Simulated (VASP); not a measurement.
# Al3BSb2 (I-4m2) in VASP: single point with PBE

Aim: the single point of Al3BSb2 with PBE.

Program: VASP 6.6.1. These are calculated values, not measurements. Logs are shortened: lines on timing, memory, paths and dates and some standing lists are left out, and cuts for length are marked.

## Step 1: The cell of the first run

It takes space group I-4m2 (No. 119, tetragonal). Conventional cell: a = 4.062 Å, b = 4.062 Å, c = 17.109 Å, α = 90.00°, β = 90.00°, γ = 90.00°. Within 2.8 Å of Al (site symmetry 2mm) lie 2 B at 2.15 Å and 2 Sb at 2.78 Å. Within 3.5 Å of Al (site symmetry -4m2) lie 4 Sb at 2.64 Å. B (site symmetry -4m2) has 4 Al at 2.15 Å within 2.8 Å. Within 3.5 Å of Sb (site symmetry 2mm) lie 4 Al at 2.64 to 2.78 Å.

## Step 2: Single point, PBE

The input, INCAR:

```
PREC = Accurate ; ENCUT = 520
EDIFF = 1E-6 ; ISMEAR = 0
SIGMA = 0.2 ; LREAL = False
LASPH = True ; NELM = 60
ALGO = Normal ; ISIF = 2
LWAVE = False ; LCHARG = False
GGA = PE ; NBANDS = 20
```

The input, KPOINTS:

```
regular mesh
0
Gamma
  6 6 6
```

The input, POSCAR:

```
Al3BSb2
1.0
   -2.0308661551      2.0308661551      8.5545984683
    2.0308661551     -2.0308661551      8.5545984683
    2.0308661551      2.0308661551     -8.5545984683
Al B Sb
3 1 2
Direct
    0.9590630533      0.4590630533      0.5000000000
    0.5409369467      0.0409369467      0.5000000000
    0.2500000000      0.7500000000      0.5000000000
    0.0000000000      0.0000000000      0.0000000000
    0.6516593768      0.6516593768      0.0000000000
    0.3483406232      0.3483406232      0.0000000000
```

Potentials or basis: VASP PAW PBE potentials, release 64 (Al, B, Sb).

Command:

```sh
cat potpaw_PBE.64/Al/POTCAR potpaw_PBE.64/B/POTCAR potpaw_PBE.64/Sb/POTCAR > POTCAR
mpirun -np 1 vasp_std > vasp.out
```

OUTCAR:

```text
PREC = Accurate
   ENCUT = 520
   EDIFF = 1E-6
   ISMEAR = 0
   LREAL = False
   LASPH = True
   NELM = 60
   ISIF = 2
   GGA = PE

 ion  position               nearest neighbor table
   1  0.959  0.459  0.500-   4 2.15   4 2.15   6 2.78   6 2.78   2 3.20   2 3.20   2 3.20   2 3.20

   2  0.541  0.041  0.500-   4 2.15   4 2.15   5 2.78   5 2.78   1 3.20   1 3.20   1 3.20   1 3.20

   3  0.250  0.750  0.500-   5 2.64   6 2.64   6 2.64   5 2.64
   4  0.000  0.000  0.000-   1 2.15   2 2.15   2 2.15   1 2.15
   5  0.652  0.652  0.000-   3 2.64   3 2.64   2 2.78   2 2.78
   6  0.348  0.348  0.000-   3 2.64   3 2.64   1 2.78   1 2.78

  LATTYP: Found a body centered tetragonal cell.
 ALAT       =     4.0617323102
 C/A-ratio  =     4.2122906263

  Lattice vectors:

 A1 = (  -2.0308661551,   2.0308661551,   8.5545984683)
 A2 = (   2.0308661551,  -2.0308661551,   8.5545984683)
 A3 = (   2.0308661551,   2.0308661551,  -8.5545984683)

Analysis of symmetry for initial positions (statically):
=====================================================================
 Subroutine PRICEL returns:
 Original cell was already a primitive cell.

 Routine SETGRP: Setting up the symmetry group for a
 body centered tetragonal supercell.

 Subroutine GETGRP returns: Found  8 space group operations
 (whereof  8 operations were pure point group operations)
 out of a pool of 16 trial point group operations.

The static configuration has the point symmetry D_2d.

Analysis of symmetry for dynamics (positions and initial velocities):
=====================================================================
 Subroutine PRICEL returns:
 Original cell was already a primitive cell.

 Routine SETGRP: Setting up the symmetry group for a
 body centered tetragonal supercell.

 Subroutine GETGRP returns: Found  8 space group operations
 (whereof  8 operations were pure point group operations)
 out of a pool of 16 trial point group operations.

The dynamic configuration has the point symmetry D_2d.

 Subroutine INISYM returns: Found  8 space group operations
 (whereof  8 operations are pure point group operations),
 and found     1 'primitive' translations

----------------------------------------------------------------------------------------

                                     Primitive cell

  volume of cell :     141.1309

[... 92 lines left out ...]
   LSORBIT =      F    spin-orbit coupling
   LASPH  =      T    aspherical Exc in radial PAW
   ENCUT  =  520.0 eV  38.22 Ry    6.18 a.u.  16.78 16.78 16.78*2*pi/ulx,y,z
   NELM   =     60;   NELMIN=  2; NELMDL= -5     # of ELM steps
   EDIFF  = 0.1E-05   stopping-criterion for ELM
   LREAL  =      F    real-space projection
   EDIFFG = 0.1E-04   stopping-criterion for IOM
   NSW    =      0    number of steps for IOM
   IBRION =     -1    ionic relax: 0-MD 1-quasi-New 2-CG
   NFREE  =      0    steps in history (QN), initial steepest desc. (CG)
   ISIF   =      2    stress and relaxation
   ISYM   =      2    0-nonsym 1-usesym 2-fastsym
   POTIM  = 0.5000    time-step for ionic-motion
   TEBEG  =    0.0;   TEEND  =   0.0 temperature during run
   PSTRESS=    0.0 pullay stress
   NELECT =      22.0000    total number of electrons
   NUPDOWN=      -1.0000    fix difference up-down
   EMIN   =  10.00;   EMAX   =-10.00  energy-range for DOS
   EFERMI =   0.00;   METHOD = LEGACY
   ISMEAR =     0;   SIGMA  =   0.20  broadening in eV -4-tet -1-fermi 0-gaus
   EFERMI_NEDOS =   21; number of points for ismear=-14 and -15
   IALGO  =     38    algorithm
   IMIX   =      4    mixing-type and parameters
     AMIX     =   0.40;   BMIX     =  1.00
     AMIX_MAG =   1.60;   BMIX_MAG =  1.00
  volume/ion in A,a.u.               =      23.52       158.73
  Fermi-wavevector in a.u.,A,eV,Ry     =   0.881066  1.664973 10.561888  0.776277
  Thomas-Fermi vector in A             =   2.001511
   LORBIT       =      0    0 simple, 1 ext, 2 COOP (PROOUT), +10 PAW based schemes
   GGA     = PE    functional components
   LHFCALC =     F    Hartree Fock is set to
   AEXX    =    0.0000 exact exchange contribution
   IVDW    =     0    specifies the selected vdW correction
   LEPSILON=     F    determine dielectric tensor
   LRPA    =     F    only Hartree local field effects (RPA)
 non-spin polarized calculation
 Gauss-broadening in eV      SIGMA  =   0.20
  energy-cutoff  :      520.00
  volume of cell :      141.13
 maximum number of plane-waves:      3840
 NGX is ok and might be reduce to    70
   NGX = 33   NGY = 33   NGZ = 33

 number of electron      22.0000000 magnetization

 Free energy of the ion-electron system (eV)
  ---------------------------------------------------
  ext. energy  EPLUGINS =         0.00000000
  ---------------------------------------------------
  free energy    TOTEN  =       -24.88187795 eV

  energy without entropy =      -24.83006342  energy(sigma->0) =      -24.85597069

 E-fermi :   4.9960     XC(G=0):  -9.0637

 val. band max:        4.9829921947   @ k =   0.1667   0.1667   0.1667
 cond. band min:       5.0358719385   @ k =  -0.3333   0.3333   0.1667
 fundamental gap:      0.0528797438
 Fermi energy:         4.9960153696

 k-point     1 :       0.0000    0.0000    0.0000
  band No.  band energies     occupation
      1      -5.7726      2.00000
      2      -4.5291      2.00000
      3      -3.4793      2.00000
      4       1.1992      2.00000
      5       1.8070      2.00000
      6       2.9109      2.00000
[... 541 lines left out ...]
     19       9.9594      0.00000
     20      10.4964      0.00000

 [... further k-points ...]
[... 5 lines left out ...]
  --------------------------------------------------------------------------------------
  -------------------------------------------------------------------------------------
  Total        0.4154882      0.4154882      0.4268666      0.0000000      0.0000000      0.0000000
  in kB        4.7167957      4.7167957      4.8459681      0.0000000      0.0000000      0.0000000
  external PRESSURE =       4.7598532 kB  Pullay stress =       0.0000000 kB

 VOLUME and BASIS-vectors are now :
 -----------------------------------------------------------------------------
  energy-cutoff  :      520.00
  volume of cell :      141.13
      direct lattice vectors                 reciprocal lattice vectors
    -2.030866155  2.030866155  8.554598468     0.000000000  0.246200371  0.058448097
     2.030866155 -2.030866155  8.554598468     0.246200371  0.000000000  0.058448097
     2.030866155  2.030866155 -8.554598468     0.246200371  0.246200371  0.000000000

 POSITION                                       TOTAL-FORCE (eV/Angst)
 -----------------------------------------------------------------------------------
      0.00000      2.03087      7.85420         0.000000     -0.000000     -0.013053
      0.00000      2.03087      0.70040         0.000000     -0.000000      0.013053
      2.03087      0.00000      4.27730        -0.000000      0.000000      0.000000
      0.00000      0.00000      0.00000        -0.000000      0.000000      0.000000
      0.00000      0.00000     11.14937        -0.000000      0.000000     -0.008947
      0.00000      0.00000      5.95983        -0.000000      0.000000      0.008947
 -----------------------------------------------------------------------------------
    total drift:                                0.000000     -0.000000      0.000000

  FREE ENERGIE OF THE ION-ELECTRON SYSTEM (eV)
  ---------------------------------------------------
  free  energy   TOTEN  =       -24.8818779469 eV

  energy  without entropy=      -24.8300634233  energy(sigma->0) =      -24.85597069
```

stdout:

```text
POSCAR found type information on POSCAR AlB Sb
 POSCAR found :  3 types and       6 ions
 scaLAPACK will be used
 LDA part: xc-table for (Slater+PW92), standard interpolation
 POSCAR, INCAR and KPOINTS ok, starting setup
 FFT: planning ... GRIDC
 FFT: planning ... GRID_SOFT
 FFT: planning ... GRID
 WAVECAR not read
 entering main loop
```

Run time: 5.2 min. Hardware: 1 thread of Intel Xeon Platinum 8259CL at 2.50GHz (Skylake/Cascade Lake), shared host; peak memory 0.7 GiB.

What came out:

| Property | Result |
| --- | --- |
| Free energy | -24.8819 eV |
| Pressure | 0.5 GPa |
| Largest force | 0.013 eV/Å |
| Band gap on the k mesh | zero (band 11 reaches 5.78 eV, above the bottom of band 12 at 4.24 eV) |

Forces on the atoms (eV/Å):
```
Al   0.000  0.000 -0.013
Al   0.000  0.000  0.013
Al   0.000  0.000  0.000
B    0.000  0.000  0.000
Sb   0.000  0.000 -0.009
Sb   0.000  0.000  0.009
```

Caveat: the k points lie up to 0.36 Å⁻¹ apart; spin-orbit coupling is left out, which moves the levels of the heavy elements.
